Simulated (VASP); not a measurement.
# Zr2B3 (P6/mmm) in VASP: a series of runs

The runs below take Zr2B3 through relaxation of cell and atoms, single point, with PBE.

Program: VASP 6.6.1. These are calculated values, not measurements. Logs are shortened: lines on timing, memory, paths and dates and some standing lists are left out, and cuts for length are marked.

## (1) The cell of the first run

The structure is hexagonal, space group P6/mmm (No. 191). Conventional cell: a = 3.307 Å, b = 3.307 Å, c = 6.258 Å, α = 90.00°, β = 90.00°, γ = 120.00°. Within 2.7 Å of Zr (site symmetry 6mm) lie 6 B at 2.01 Å and 1 Zr at 2.29 Å. Within 2.2 Å of B (site symmetry mmm) lie 4 B at 1.65 Å and 4 Zr at 2.01 Å.

## (2) Relaxation of cell and atoms, PBE

Contents of INCAR:

```
PREC     = Accurate       # precision mode
ENCUT    = 600            # plane-wave cutoff, eV
EDIFF    = 1E-6           # SCF threshold, eV
ISMEAR   = 0              # smearing method
SIGMA    = 0.1            # smearing width, eV
LREAL    = F              # projectors in reciprocal space
LASPH    = T              # aspherical terms in the spheres
NELM     = 100            # most SCF steps
ALGO     = Normal         # electronic algorithm
ISIF     = 3              # what is computed and relaxed
LWAVE    = F              # write WAVECAR
LCHARG   = F              # write CHGCAR
GGA      = PE             # functional
IBRION   = 2              # ionic algorithm
NSW      = 90             # ionic steps
EDIFFG   = -0.04          # ionic threshold
```

Contents of KPOINTS:

```
Automatic mesh
0
Gamma
  6 6 4
```

Contents of POSCAR:

```
Zr2B3
1.0
    3.3065354200      0.0000000000      0.0000000000
   -1.6532677100      2.8635436700      0.0000000000
    0.0000000000      0.0000000000      6.2578578000
Zr B
2 3
Direct
    0.0000000000      0.0000000000      0.3172156700
    0.0000000000      0.0000000000      0.6827843300
    0.5000000000      0.0000000000      0.5000000000
    0.0000000000      0.5000000000      0.5000000000
    0.5000000000      0.5000000000      0.5000000000
```

Potentials or basis: VASP PAW PBE potentials, release 64 (Zr_sv, B).

On the command line:

```
$ cat potpaw_PBE.64/Zr_sv/POTCAR potpaw_PBE.64/B/POTCAR > POTCAR
$ mpirun -np 1 vasp_std > vasp.out
```

OUTCAR:

```text
PREC = Accurate
   ENCUT = 600
   EDIFF = 1E-6
   ISMEAR = 0
   LREAL = F
   LASPH = T
   NELM = 100
   ISIF = 3
   GGA = PE
   IBRION = 2
   NSW = 90
   EDIFFG = -0.04

 ion  position               nearest neighbor table
   1  0.000  0.000  0.317-   4 2.01   5 2.01   4 2.01   5 2.01   3 2.01   3 2.01   2 2.29
   2  0.000  0.000  0.683-   4 2.01   5 2.01   4 2.01   5 2.01   3 2.01   3 2.01   1 2.29
   3  0.500  0.000  0.500-   4 1.65   5 1.65   5 1.65   4 1.65   1 2.01   1 2.01   2 2.01   2 2.01

   4  0.000  0.500  0.500-   3 1.65   3 1.65   5 1.65   5 1.65   1 2.01   2 2.01   1 2.01   2 2.01

   5  0.500  0.500  0.500-   3 1.65   3 1.65   4 1.65   4 1.65   1 2.01   2 2.01   1 2.01   2 2.01

  LATTYP: Found a hexagonal cell.
 ALAT       =     3.3065354200
 C/A-ratio  =     1.8925724376

  Lattice vectors:

 A1 = (   3.3065354200,   0.0000000000,   0.0000000000)
 A2 = (  -1.6532677100,   2.8635436700,   0.0000000000)
 A3 = (   0.0000000000,   0.0000000000,   6.2578578000)

Analysis of symmetry for initial positions (statically):
=====================================================================
 Subroutine PRICEL returns:
 Original cell was already a primitive cell.

 Routine SETGRP: Setting up the symmetry group for a
 hexagonal supercell.

 Subroutine GETGRP returns: Found 24 space group operations
 (whereof 24 operations were pure point group operations)
 out of a pool of 24 trial point group operations.

The static configuration has the point symmetry D_6h.

Analysis of symmetry for dynamics (positions and initial velocities):
=====================================================================
 Subroutine PRICEL returns:
 Original cell was already a primitive cell.

 Routine SETGRP: Setting up the symmetry group for a
 hexagonal supercell.

 Subroutine GETGRP returns: Found 24 space group operations
 (whereof 24 operations were pure point group operations)
 out of a pool of 24 trial point group operations.

The dynamic configuration has the point symmetry D_6h.

 Subroutine INISYM returns: Found 24 space group operations
 (whereof 24 operations are pure point group operations),
 and found     1 'primitive' translations

----------------------------------------------------------------------------------------

                                     Primitive cell

  volume of cell :      59.2520

  direct lattice vectors                    reciprocal lattice vectors
     3.306535420  0.000000000  0.000000000     0.302431359  0.174608827  0.000000000
    -1.653267710  2.863543670  0.000000000     0.000000000  0.349217653  0.000000000
     0.000000000  0.000000000  6.257857800     0.000000000  0.000000000  0.159799093

  length of vectors
     3.306535420  3.306535418  6.257857800     0.349217653  0.349217653  0.159799093

  position of ions in fractional coordinates (direct lattice)
     0.000000000  0.000000000  0.317215670
     0.000000000  0.000000000  0.682784330
     0.500000000  0.000000000  0.500000000
     0.000000000  0.500000000  0.500000000
     0.500000000  0.500000000  0.500000000

  ion indices of the primitive-cell ions
   primitive index   ion index
                 1           1
                 2           2
                 3           3
                 4           4
                 5           5

----------------------------------------------------------------------------------------

 KPOINTS: Automatic mesh

Automatic generation of k-mesh.
 Grid dimensions read from file:
 generate k-points for:    6    6    4

 Generating k-lattice:

  Cartesian coordinates                     Fractional coordinates (reciprocal lattice)
     0.050405226  0.029101471  0.000000000     0.166666667  0.000000000  0.000000000
     0.000000000  0.058202942  0.000000000     0.000000000  0.166666667  0.000000000
     0.000000000  0.000000000  0.039949773     0.000000000  0.000000000  0.250000000

  Length of vectors
     0.058202942  0.058202942  0.039949773

  Shift w.r.t. Gamma in fractional coordinates (k-lattice)
     0.000000000  0.000000000  0.000000000

 Subroutine IBZKPT returns following result:
 ===========================================

 Found     21 irreducible k-points:

 Following reciprocal coordinates:
            Coordinates               Weight
  0.000000  0.000000  0.000000      1.000000
  0.166667  0.000000  0.000000      6.000000
  0.333333  0.000000  0.000000      6.000000
  0.500000  0.000000  0.000000      3.000000
  0.166667  0.166667  0.000000      6.000000
  0.333333  0.166667  0.000000     12.000000
[... 13 lines left out ...]
  0.333333  0.166667  0.500000     12.000000
  0.333333  0.333333  0.500000      2.000000
   k-points           NKPTS =     21   k-points in BZ     NKDIM =     21   number of bands    NBANDS=     20
   number of dos      NEDOS =    301   number of ions     NIONS =      5
   total plane-waves  NPLWV =  39200
   dimension x,y,z NGX =    28 NGY =   28 NGZ =   50
   dimension x,y,z NGXF=    56 NGYF=   56 NGZF=  100
   ions per type =               2   3
   NGX,Y,Z   is equivalent  to a cutoff of  14.08, 14.08, 13.28 a.u.
   NGXF,Y,Z  is equivalent  to a cutoff of  28.16, 28.16, 26.57 a.u.
 SYSTEM =  unknown system
   PREC   = accura    normal or accurate (medium, high low for compatibility)
   ISTART =      0    job   : 0-new  1-cont  2-samecut
   ICHARG =      2    charge: 1-file 2-atom 10-const
   ISPIN  =      1    spin polarized calculation?
   LNONCOLLINEAR =      F non collinear calculations
   LSORBIT =      F    spin-orbit coupling
   LASPH  =      T    aspherical Exc in radial PAW
   ENCUT  =  600.0 eV  44.10 Ry    6.64 a.u.   6.60  6.60 12.50*2*pi/ulx,y,z
   NELM   =    100;   NELMIN=  2; NELMDL= -5     # of ELM steps
   EDIFF  = 0.1E-05   stopping-criterion for ELM
   LREAL  =      F    real-space projection
   EDIFFG = -.4E-01   stopping-criterion for IOM
   NSW    =     90    number of steps for IOM
   IBRION =      2    ionic relax: 0-MD 1-quasi-New 2-CG
   NFREE  =      1    steps in history (QN), initial steepest desc. (CG)
   ISIF   =      3    stress and relaxation
   ISYM   =      2    0-nonsym 1-usesym 2-fastsym
   POTIM  = 0.5000    time-step for ionic-motion
   TEBEG  =    0.0;   TEEND  =   0.0 temperature during run
   PSTRESS=    0.0 pullay stress
   NELECT =      33.0000    total number of electrons
   NUPDOWN=      -1.0000    fix difference up-down
   EMIN   =  10.00;   EMAX   =-10.00  energy-range for DOS
   EFERMI =   0.00;   METHOD = LEGACY
   ISMEAR =     0;   SIGMA  =   0.10  broadening in eV -4-tet -1-fermi 0-gaus
   EFERMI_NEDOS =   21; number of points for ismear=-14 and -15
   IALGO  =     38    algorithm
   IMIX   =      4    mixing-type and parameters
     AMIX     =   0.40;   BMIX     =  1.00
     AMIX_MAG =   1.60;   BMIX_MAG =  1.00
  volume/ion in A,a.u.               =      11.85        79.97
  Fermi-wavevector in a.u.,A,eV,Ry     =   1.346931  2.545330 24.683993  1.814222
  Thomas-Fermi vector in A             =   2.474723
   LORBIT       =      0    0 simple, 1 ext, 2 COOP (PROOUT), +10 PAW based schemes
   GGA     = PE    functional components
   LHFCALC =     F    Hartree Fock is set to
   AEXX    =    0.0000 exact exchange contribution
   IVDW    =     0    specifies the selected vdW correction
   LEPSILON=     F    determine dielectric tensor
   LRPA    =     F    only Hartree local field effects (RPA)
 conjugate gradient relaxation of ions
 non-spin polarized calculation
 Gauss-broadening in eV      SIGMA  =   0.10
  energy-cutoff  :      600.00
  volume of cell :       59.25
 maximum number of plane-waves:      2004
 NGX is ok and might be reduce to    28
   NGX = 13   NGY = 13   NGZ = 25

--------------------------------------- Ionic step        1  -------------------------------------------

 number of electron      33.0000000 magnetization

 Free energy of the ion-electron system (eV)
  ---------------------------------------------------
  ext. energy  EPLUGINS =         0.00000000
  ---------------------------------------------------
  free energy    TOTEN  =       -24.72974154 eV

  energy without entropy =      -24.72170344  energy(sigma->0) =      -24.72572249

------------------------ aborting loop because EDIFF is reached ----------------------------------------

  FORCE on cell =-STRESS in cart. coord.  units (eV):
  Direction    XX          YY          ZZ          XY          YZ          ZX
  --------------------------------------------------------------------------------------
  -------------------------------------------------------------------------------------
  Total       45.3126964     45.3126963     53.8531866      0.0000000      0.0000000      0.0000000
  in kB     1225.2587380   1225.2587361   1456.1942387      0.0000000      0.0000000      0.0000000
  external PRESSURE =    1302.2372376 kB  Pullay stress =       0.0000000 kB
[... 98 lines left out ...]
  FREE ENERGIE OF THE ION-ELECTRON SYSTEM (eV)
  ---------------------------------------------------
  free  energy   TOTEN  =       -22.3905241345 eV

  energy  without entropy=      -22.3303411169  energy(sigma->0) =      -22.36043263

 E-fermi :   2.3128     XC(G=0):  -8.3456

 val. band max:        2.3019480950   @ k =   0.5000   0.0000   0.0000
 cond. band min:       2.3423382869   @ k =   0.1667   0.1667   0.5000
 fundamental gap:      0.0403901918
 Fermi energy:         2.3128425263

 k-point     1 :       0.0000    0.0000    0.0000
  band No.  band energies     occupation
      1     -47.6270      2.00000
      2     -47.5396      2.00000
      3     -25.6969      2.00000
      4     -25.6969      2.00000
      5     -25.6299      2.00000
      6     -25.6184      2.00000
[... 472 lines left out ...]
     19       3.3004      0.00000
     20       3.7803      0.00000

 E-fermi :   5.3545     XC(G=0):  -9.8681

 val. band max:        5.3407498805   @ k =   0.1667   0.0000   0.2500
 cond. band min:       5.3564000393   @ k =   0.3333   0.0000   0.5000
 fundamental gap:      0.0156501588
 Fermi energy:         5.3544878731

 k-point     1 :       0.0000    0.0000    0.0000
  band No.  band energies     occupation
      1     -44.3691      2.00000
      2     -44.3438      2.00000
      3     -22.4574      2.00000
      4     -22.2718      2.00000
      5     -22.2718      2.00000
      6     -22.2450      2.00000
[... 472 lines left out ...]
     19       6.4139      0.00000
     20       6.4139      0.00000

[... ionic steps 4 to 13 ...]

--------------------------------------- Ionic step       14  -------------------------------------------

 number of electron      33.0000002 magnetization

------------------------ aborting loop because EDIFF is reached ----------------------------------------
[... 73 lines left out ...]
--------------------------------------- Ionic step       16  -------------------------------------------

 number of electron      33.0000001 magnetization

 Free energy of the ion-electron system (eV)
  ---------------------------------------------------
  ext. energy  EPLUGINS =         0.00000000
  ---------------------------------------------------
  free energy    TOTEN  =       -36.86766841 eV

  energy without entropy =      -36.84799433  energy(sigma->0) =      -36.85783137

 E-fermi :   7.7244     XC(G=0): -10.7956

 val. band max:        7.7065929262   @ k =   0.3333   0.0000   0.0000
 cond. band min:       7.7277439277   @ k =   0.1667   0.0000   0.0000
 fundamental gap:      0.0211510015
 Fermi energy:         7.7243861173

 k-point     1 :       0.0000    0.0000    0.0000
  band No.  band energies     occupation
      1     -41.3342      2.00000
      2     -41.2953      2.00000
      3     -19.8595      2.00000
      4     -19.3537      2.00000
      5     -19.2450      2.00000
      6     -19.2450      2.00000
[... 504 lines left out ...]
  FREE ENERGIE OF THE ION-ELECTRON SYSTEM (eV)
  ---------------------------------------------------
  free  energy   TOTEN  =       -36.8676684078 eV

  energy  without entropy=      -36.8479943333  energy(sigma->0) =      -36.85783137

 reached required accuracy - stopping structural energy minimisation
```

It took 3.5 min on 1 thread of Intel Xeon 6975P-C (Granite Rapids), shared host; peak memory 0.21 GiB.

Results:

| Item | Value |
| --- | --- |
| Free energy | -36.8677 eV |
| Relaxed volume | 14.56 Å³/atom |
| Relaxed cell | a = 3.575 Å, b = 3.575 Å, c = 6.578 Å, α = 90.00°, β = 90.00°, γ = 120.00° |
| Space group after relaxing (to 0.05 Å) | P6/mmm (No. 191) |
| Energy gained by relaxing | 2427.6 meV/atom |
| Ionic steps | 16 |
| Pressure after relaxing | 0.1 GPa |
| Largest force after relaxing | 0.032 eV/Å |

Forces on the atoms (eV/Å):
```
Zr   0.000  0.000  0.032
Zr   0.000  0.000 -0.032
B    0.000  0.000  0.000
B    0.000  0.000  0.000
B    0.000  0.000  0.000
```

Step by step:
| step | energy change (eV) | largest force (eV/Å) | pressure (GPa) | volume (Å³) |
| --- | --- | --- | --- | --- |
| 1 | 0.0000 | 24.4361 | 130.22 | 59.25 |
| 2 | 4.3663 | 0.4907 | -12.92 | 185.98 |
| 3 | 2.3392 | 0.6801 | -16.40 | 163.26 |
| 4 | -0.5634 | 1.5266 | -21.10 | 141.41 |
| 5 | -9.1814 | 1.8684 | -25.16 | 94.47 |
| 6 | -12.0246 | 0.6338 | -6.31 | 75.50 |
| 7 | -12.0827 | 0.3897 | 4.33 | 71.12 |
| 8 | -12.1083 | 0.0393 | -0.21 | 72.76 |
| 9 | -12.1083 | 0.0291 | 0.54 | 72.47 |
| 10 | -12.1259 | 0.0645 | 0.00 | 72.71 |
| 11 | -12.1352 | 0.1441 | -0.81 | 73.12 |
| 12 | -12.1365 | 0.1365 | -0.61 | 73.00 |
| 13 | -12.1366 | 0.1383 | -0.63 | 73.02 |
| 14 | -12.1363 | 0.0655 | 0.89 | 72.44 |
| 15 | -12.1377 | 0.0446 | 0.08 | 72.74 |
| 16 | -12.1379 | 0.0318 | 0.09 | 72.81 |

Final structure:
```yaml
crystal:
  lattice:
    - [3.57500, 0.00000, 0.00000]
    - [-1.78750, 3.09604, 0.00000]
    - [0.00000, 0.00000, 6.57815]
  atoms:
    - { symbol: Zr, position: [0.00000, 0.00000, 0.24873] }
    - { symbol: Zr, position: [0.00000, 0.00000, 0.75127] }
    - { symbol: B, position: [0.50000, 0.00000, 0.50000] }
    - { symbol: B, position: [0.00000, 0.50000, 0.50000] }
    - { symbol: B, position: [0.50000, 0.50000, 0.50000] }
```

Levels at points of the mesh, in eV from the Fermi level:
```
           k point  band 12  band 13  band 14  band 15  band 16  band 17  band 18  band 19  band 20
(0.00, 0.00, 0.00)    -4.49    -4.49    -2.87    -1.76    -1.65    -1.65    -0.41    -0.41     1.90
(0.50, 0.00, 0.00)    -5.12    -4.00    -3.49    -1.02    -0.50     0.76     0.96     1.91     2.46
(0.00, 0.00, 0.50)    -4.43    -4.43    -1.94    -1.61    -1.58    -1.58    -0.54    -0.54     1.12
(0.50, 0.00, 0.50)    -5.06    -4.07    -3.73    -0.85     0.18     0.39     0.41     1.98     3.27
```

Caveat: the k points lie up to 0.34 Å⁻¹ apart in the final cell; the volume moved by over 15 % at a fixed basis, so the end points are rough.

(Part 1 of 2 ends here.)
